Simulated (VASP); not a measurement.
# ZrH (P4_2/mmc) in VASP: a series of runs, part 2 of 2

VASP 6.6.1.

## (4) Single point, r2SCAN

This run uses another cell than the first one, of 13.12 Å³/atom.

File POSCAR:

```
ZrH
1.0
    3.2499708800      0.0000000000      0.0000000000
    0.0000000000      3.2499708800      0.0000000000
    0.0000000000      0.0000000000      4.9701635500
Zr H
2 2
Direct
    0.0000000000      0.5000000000      0.0000000000
    0.5000000000      0.0000000000      0.5000000000
    0.0000000000      0.0000000000      0.7500000000
    0.0000000000      0.0000000000      0.2500000000
```

File INCAR.step1:

```
PREC = Accurate
ENCUT = 520
ISMEAR = -1
SIGMA = 0.1
LREAL = False
LASPH = True
NELM = 100
NBANDS = 21
GGA = PE
ALGO = Normal
EDIFF = 1E-4
LWAVE = True
LCHARG = False
```

File INCAR.step2:

```
PREC = Accurate
ENCUT = 520
EDIFF = 1E-6
ISMEAR = -1
SIGMA = 0.1
LREAL = False
LASPH = True
NELM = 100
ALGO = Normal
ISIF = 2
LWAVE = False
LCHARG = False
METAGGA = R2SCAN
LMIXTAU = True
NBANDS = 21
ISTART = 1
```

File KPOINTS:

```
Automatic mesh
0
Gamma
  10 10 7
```

Potentials or basis: VASP PAW PBE potentials, release 64 (Zr_sv, H).

Launch:

```console
> cat potpaw_PBE.64/Zr_sv/POTCAR potpaw_PBE.64/H/POTCAR > POTCAR
> cp INCAR.step1 INCAR
> mpirun -np 1 vasp_std > vasp.out
> cp INCAR.step2 INCAR
> mpirun -np 1 vasp_std > vasp.out
```

OUTCAR:

```text
PREC = Accurate
   ENCUT = 520
   EDIFF = 1E-6
   ISMEAR = -1
   LREAL = False
   LASPH = True
   NELM = 100
   ISIF = 2
   METAGGA = R2SCAN
   ISTART = 1

 ion  position               nearest neighbor table
   1  0.000  0.500  0.000-   3 2.05   4 2.05   3 2.05   4 2.05   2 3.38   2 3.38   2 3.38   2 3.38
                             2 3.38   2 3.38   2 3.38   2 3.38
   2  0.500  0.000  0.500-   3 2.05   4 2.05   3 2.05   4 2.05   1 3.38   1 3.38   1 3.38   1 3.38
                             1 3.38   1 3.38   1 3.38   1 3.38
   3  0.000  0.000  0.750-   1 2.05   2 2.05   1 2.05   2 2.05
[... 781 lines left out ...]
  -------------------------------------------------------------------------------------
  Total       -0.0239451     -0.0239451     -0.0340021      0.0000000      0.0000000      0.0000000
  in kB       -0.7307975     -0.7307975     -1.0377341      0.0000000      0.0000000      0.0000000
  external PRESSURE =      -0.8331097 kB  Pullay stress =       0.0000000 kB

 VOLUME and BASIS-vectors are now :
 -----------------------------------------------------------------------------
  energy-cutoff  :      520.00
  volume of cell :       52.50
      direct lattice vectors                 reciprocal lattice vectors
     3.249970880  0.000000000  0.000000000     0.307695065  0.000000000  0.000000000
     0.000000000  3.249970880  0.000000000     0.000000000  0.307695065  0.000000000
     0.000000000  0.000000000  4.970163550     0.000000000  0.000000000  0.201200622

 POSITION                                       TOTAL-FORCE (eV/Angst)
 -----------------------------------------------------------------------------------
      0.00000      1.62499      0.00000         0.000000      0.000000     -0.000000
      1.62499      0.00000      2.48508         0.000000      0.000000     -0.000000
      0.00000      0.00000      3.72762         0.000000     -0.000000      0.000000
      0.00000      0.00000      1.24254        -0.000000      0.000000     -0.000000
 -----------------------------------------------------------------------------------
    total drift:                                0.000000      0.000000     -0.000000

  FREE ENERGIE OF THE ION-ELECTRON SYSTEM (eV)
  ---------------------------------------------------
  free  energy   TOTEN  =       -54.4198794612 eV

  energy  without entropy=      -54.3589317668  energy(sigma->0) =      -54.38940561
```

OUTCAR.step1:

```text
PREC = Accurate
   ENCUT = 520
   ISMEAR = -1
   LREAL = False
   LASPH = True
   NELM = 100
[... 807 lines left out ...]
      1.62499      0.00000      2.48508         0.000000     -0.000000      0.000000
      0.00000      0.00000      3.72762         0.000000      0.000000     -0.000000
      0.00000      0.00000      1.24254         0.000000     -0.000000     -0.000000
 -----------------------------------------------------------------------------------
    total drift:                                0.000000      0.000000     -0.000000

  FREE ENERGIE OF THE ION-ELECTRON SYSTEM (eV)
  ---------------------------------------------------
  free  energy   TOTEN  =       -25.5672109974 eV

  energy  without entropy=      -25.4935436913  energy(sigma->0) =      -25.53037734
```

OSZICAR.step1:

```text
N       E                     dE             d eps       ncg     rms          rms(c)
DAV:   1     0.216181612816E+03    0.21618E+03   -0.13988E+04  3528   0.122E+03
DAV:   2    -0.108609667178E+02   -0.22704E+03   -0.22184E+03  3988   0.353E+02
DAV:   3    -0.272339268980E+02   -0.16373E+02   -0.16225E+02  6669   0.696E+01
DAV:   4    -0.276193780890E+02   -0.38545E+00   -0.38482E+00  4264   0.116E+01
DAV:   5    -0.276315340899E+02   -0.12156E-01   -0.12155E-01  5459   0.136E+00    0.191E+01
DAV:   6    -0.258673590680E+02    0.17642E+01   -0.25333E+00  4075   0.103E+01    0.722E+00
DAV:   7    -0.255544527667E+02    0.31291E+00   -0.13882E+00  4912   0.661E+00    0.114E+00
DAV:   8    -0.255668235051E+02   -0.12371E-01   -0.14322E-01  4646   0.206E+00    0.593E-01
DAV:   9    -0.255675090464E+02   -0.68554E-03   -0.74142E-03  4632   0.661E-01    0.119E-01
DAV:  10    -0.255672179296E+02    0.29112E-03   -0.44953E-04  3734   0.115E-01    0.520E-02
DAV:  11    -0.255672109974E+02    0.69322E-05   -0.36891E-05  2539   0.488E-02
   1 F= -.25567211E+02 E0= -.25530377E+02  d E =-.736673E-01
```

Run time: 3.2 min. Hardware: 1 thread of Intel Xeon Platinum 8375C at 2.90GHz (Ice Lake), shared host; peak memory 0.22 GiB.

What came out:

```yaml
Free_energy: -54.4199 eV
Pressure: -0.1 GPa
Band_gap_on_the_k_mesh: zero (bands 13 and 14 overlap by 0.79 eV)
```

Levels at points of the mesh, in eV from the Fermi level:
```tsv
k point	band 10	band 11	band 12	band 13	band 14	band 15	band 16	band 17
(0.00, 0.00, 0.00)	-4.02	-3.13	-3.09	0.11	0.81	0.81	2.47	3.58
(0.50, 0.00, 0.00)	-5.86	-2.17	-0.86	-0.61	-0.22	1.86	2.08	2.48
(0.50, 0.50, 0.00)	-4.44	-3.03	-3.03	-2.01	2.77	4.20	4.54	4.54
```

Caveat: the PAW data sets were made with another functional, which shifts forces and pressure a little.
